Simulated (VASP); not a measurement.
Wanted: the native input for a VASP 6.6.1 run.

```yaml
Task: single point
Functional: PBE
Potentials_or_basis: VASP PAW PBE potentials, release 64 (Be, S)
Cutoff: 520 eV
k_mesh: 10 × 10 × 10
Occupations: fermi-dirac, width 0.02 eV
Spin: no spin polarisation
Dipole_correction: no
Further_INCAR_settings: ALGO = Normal; EDIFF = 1e-06; NBANDS = 11
```

The structure of BeS lies in POSCAR:

```
BeS
1.0
    0.0000000000      2.5316784796      2.3555199058
    2.5316784796      0.0000000000      2.3555199058
    2.5316784796      2.5316784796      0.0000000000
Be S
1 1
Direct
    0.0000000000      0.0000000000      0.0000000000
    0.2500000000      0.2500000000      0.2500000000
```

This cell differs from its parent crystal: epitaxial xy strain +4.0%.

One way to write it, as run:

INCAR

```
ALGO = Normal ; EDIFF = 1E-6
ENCUT = 520 ; GGA = PE
ISIF = 2 ; ISMEAR = -1
LASPH = True ; LCHARG = True
LELF = True ; LREAL = False
LVHAR = True ; LWAVE = False
NBANDS = 11 ; NELM = 100
PREC = Accurate ; SIGMA = 0.02
```

KPOINTS

```
k-points
0
Gamma
  10 10 10
```

Potentials or basis: VASP PAW PBE potentials, release 64 (Be, S).

Launch:

```bash
$ cat potpaw_PBE.64/Be/POTCAR potpaw_PBE.64/S/POTCAR > POTCAR
$ mpirun -np 1 vasp_std > vasp.out
```

It gave:

```json
{
  "Pressure": "-3.6 GPa",
  "Band gap on the k mesh": "2.71 eV, indirect (least direct gap 5.17 eV)"
}
```

Caveat: the cell differs from its parent crystal (epitaxial xy strain +4.0%).

Wall time 14 s on 1 thread of Intel(R) Xeon(R) 6975P-C (Granite Rapids), with other jobs on the host, peak memory 0.16 GiB.
